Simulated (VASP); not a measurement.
# LiH (I4/mmm) in VASP: notebook, part 2 of 2

VASP 6.6.1. Earlier steps stand in the parts before.

**3. Single point, PBE (strain -0.0200 x Voigt [0, 1, 0, 0, 0, 0])**

Contents of INCAR:

```
SYSTEM = LiH
PREC     = Accurate       ! precision mode
ENCUT    = 750            ! plane-wave cutoff, eV
EDIFF    = 1E-6           ! SCF threshold, eV
ISMEAR   = 0              ! smearing method
SIGMA    = 0.05           ! smearing width, eV
LREAL    = .False.        ! projectors in reciprocal space
LASPH    = .True.         ! aspherical terms in the spheres
NELM     = 120            ! most SCF steps
ALGO     = Normal         ! electronic algorithm
ISIF     = 2              ! what is computed and relaxed
LWAVE    = .False.        ! write WAVECAR
LCHARG   = .False.        ! write CHGCAR
GGA      = PE             ! functional
NBANDS   = 9              ! bands
GGA_COMPAT= .False.
```

Contents of KPOINTS:

```
regular mesh
0
Gamma
  10 10 10
  0 0 0
```

Contents of POSCAR:

```
LiH
1.0
    0.0000000000      1.9918500000      2.0325000000
    2.0325000000      0.0000000000      2.0325000000
    2.0325000000      1.9918500000      0.0000000000
Li H
1 1
Direct
    0.0000000000      0.0000000000      0.0000000000
    0.5000000000      0.5000000000      0.5000000000
```

Potentials or basis: VASP PAW PBE potentials, release 64 (Li_sv, H).

Started as:

```bash
$ cat potpaw_PBE.64/Li_sv/POTCAR potpaw_PBE.64/H/POTCAR > POTCAR
$ mpirun -np 1 vasp_std > vasp.out
```

OUTCAR:

```text
SYSTEM = LiH
   PREC = Accurate
   ENCUT = 750
   EDIFF = 1E-6
   ISMEAR = 0
   LREAL = .False.
   LASPH = .True.
   NELM = 120
   ISIF = 2
   GGA = PE

 ion  position               nearest neighbor table
   1  0.000  0.000  0.000-
   2  0.500  0.500  0.500-

  LATTYP: Found a body centered tetragonal cell.
 ALAT       =     2.8743890655
 C/A-ratio  =     1.3859292911

  Lattice vectors:

 A1 = (   0.0000000000,  -1.9918500000,   2.0325000000)
 A2 = (   0.0000000000,  -1.9918500000,  -2.0325000000)
 A3 = (   2.0325000000,   1.9918500000,   0.0000000000)

Analysis of symmetry for initial positions (statically):
=====================================================================
 Subroutine PRICEL returns:
 Original cell was already a primitive cell.

 Routine SETGRP: Setting up the symmetry group for a
 body centered tetragonal supercell.

 Subroutine GETGRP returns: Found 16 space group operations
 (whereof 16 operations were pure point group operations)
 out of a pool of 16 trial point group operations.

The static configuration has the point symmetry D_4h.

Analysis of symmetry for dynamics (positions and initial velocities):
=====================================================================
 Subroutine PRICEL returns:
 Original cell was already a primitive cell.

 Routine SETGRP: Setting up the symmetry group for a
 body centered tetragonal supercell.

 Subroutine GETGRP returns: Found 16 space group operations
 (whereof 16 operations were pure point group operations)
 out of a pool of 16 trial point group operations.

The dynamic configuration has the point symmetry D_4h.

 Subroutine INISYM returns: Found 16 space group operations
 (whereof 16 operations are pure point group operations),
 and found     1 'primitive' translations

----------------------------------------------------------------------------------------

                                     Primitive cell

[... 110 lines left out ...]
     AMIX_MAG =   1.60;   BMIX_MAG =  1.00
  volume/ion in A,a.u.               =       8.23        55.53
  Fermi-wavevector in a.u.,A,eV,Ry     =   1.021674  1.930684 14.201997  1.043817
  Thomas-Fermi vector in A             =   2.155311
   LORBIT       =      0    0 simple, 1 ext, 2 COOP (PROOUT), +10 PAW based schemes
   GGA     = PE    functional components
   LHFCALC =     F    Hartree Fock is set to
   AEXX    =    0.0000 exact exchange contribution
   IVDW    =     0    specifies the selected vdW correction
   LEPSILON=     F    determine dielectric tensor
   LRPA    =     F    only Hartree local field effects (RPA)
 non-spin polarized calculation
 Gauss-broadening in eV      SIGMA  =   0.05
  energy-cutoff  :      750.00
  volume of cell :       16.46
 maximum number of plane-waves:       783
 NGX is ok and might be reduce to    28
   NGX = 13   NGY = 13   NGZ = 13

 number of electron       4.0000000 magnetization

 Free energy of the ion-electron system (eV)
  ---------------------------------------------------
  ext. energy  EPLUGINS =         0.00000000
  ---------------------------------------------------
  free energy    TOTEN  =        -6.12493080 eV

  energy without entropy =       -6.12493080  energy(sigma->0) =       -6.12493080

 E-fermi :   0.3415     XC(G=0):  -8.4425

 val. band max:        0.0879614564   @ k =   0.5000   0.0000   0.5000
 cond. band min:       2.8955714919   @ k =   0.5000   0.5000   0.0000
 fundamental gap:      2.8076100355
 Fermi energy:         0.3415147713

 k-point     1 :       0.0000    0.0000    0.0000
  band No.  band energies     occupation
      1     -44.3141      2.00000
      2      -5.3696      2.00000
      3      15.7800      0.00000
      4      17.5469      0.00000
      5      17.7194      0.00000
      6      17.7194      0.00000
      7      22.3023      0.00000
      8      22.3023      0.00000
      9      22.4152      0.00000
[... 265 lines left out ...]
 k-point    24 :       0.4000    0.3000   -0.0000
  band No.  band energies     occupation
      1     -44.2700      2.00000
      2      -2.3081      2.00000
      3       6.5100      0.00000
      4      10.4243      0.00000
      5      11.7685      0.00000
      6      16.1091      0.00000
      7      17.3463      0.00000
      8      28.9533      0.00000
      9      29.8685      0.00000

 [... further k-points ...]
[... 5 lines left out ...]
  --------------------------------------------------------------------------------------
  -------------------------------------------------------------------------------------
  Total       -0.1441616     -0.0081201     -0.1441616      0.0000000     -0.0000000      0.0000000
  in kB      -14.0349999     -0.7905359    -14.0349999      0.0000000     -0.0000000      0.0000000
  external PRESSURE =      -9.6201785 kB  Pullay stress =       0.0000000 kB

 VOLUME and BASIS-vectors are now :
 -----------------------------------------------------------------------------
  energy-cutoff  :      750.00
  volume of cell :       16.46
      direct lattice vectors                 reciprocal lattice vectors
     0.000000000  1.991850000  2.032500000    -0.246002460  0.251022918  0.246002460
     2.032500000  0.000000000  2.032500000     0.246002460 -0.251022918  0.246002460
     2.032500000  1.991850000  0.000000000     0.246002460  0.251022918 -0.246002460

 POSITION                                       TOTAL-FORCE (eV/Angst)
 -----------------------------------------------------------------------------------
      0.00000      0.00000      0.00000         0.000000      0.000000     -0.000000
      2.03250      1.99185      2.03250         0.000000     -0.000000      0.000000
 -----------------------------------------------------------------------------------
    total drift:                                0.000000      0.000000      0.000000

  FREE ENERGIE OF THE ION-ELECTRON SYSTEM (eV)
  ---------------------------------------------------
  free  energy   TOTEN  =        -6.1249307956 eV

  energy  without entropy=       -6.1249307956  energy(sigma->0) =       -6.12493080
```

OSZICAR:

```text
N       E                     dE             d eps       ncg     rms          rms(c)
DAV:   1    -0.518869494027E+00   -0.51887E+00   -0.19446E+03  1836   0.529E+02
DAV:   2    -0.624792353116E+01   -0.57291E+01   -0.55282E+01  2641   0.636E+01
DAV:   3    -0.636641033900E+01   -0.11849E+00   -0.11838E+00  2245   0.698E+00
DAV:   4    -0.636699167013E+01   -0.58133E-03   -0.58128E-03  2537   0.493E-01
DAV:   5    -0.636699419664E+01   -0.25265E-05   -0.25264E-05  2266   0.251E-02    0.287E+00
DAV:   6    -0.618382078762E+01    0.18317E+00   -0.15152E-01  2050   0.121E+00    0.144E+00
DAV:   7    -0.612311546398E+01    0.60705E-01   -0.19224E-01  2166   0.156E+00    0.217E-01
DAV:   8    -0.612497553193E+01   -0.18601E-02   -0.45332E-03  2210   0.450E-01    0.403E-02
DAV:   9    -0.612493257272E+01    0.42959E-04   -0.13679E-04  2391   0.474E-02    0.758E-03
DAV:  10    -0.612493104692E+01    0.15258E-05   -0.61078E-06  2145   0.177E-02    0.244E-03
DAV:  11    -0.612493079559E+01    0.25133E-06   -0.19985E-07  1452   0.196E-03
   1 F= -.61249308E+01 E0= -.61249308E+01  d E =-.191515E-15
```

Run time: 41 s. Hardware: 1 thread of AMD EPYC 7R13, shared host; peak memory 0.13 GiB.

What came out:

- Free energy: -6.1249 eV
- Pressure: -1.0 GPa
- Band gap on the k mesh: 2.81 eV, indirect (least direct gap 2.96 eV)

Stress tensor (GPa, compression positive):
```
-1.40  0.00  0.00
 0.00 -0.08  0.00
 0.00  0.00 -1.40
```

Caveat: the cell differs from its parent crystal (strain -0.0200 x Voigt [0, 1, 0, 0, 0, 0]). A k mesh can miss the band edges.
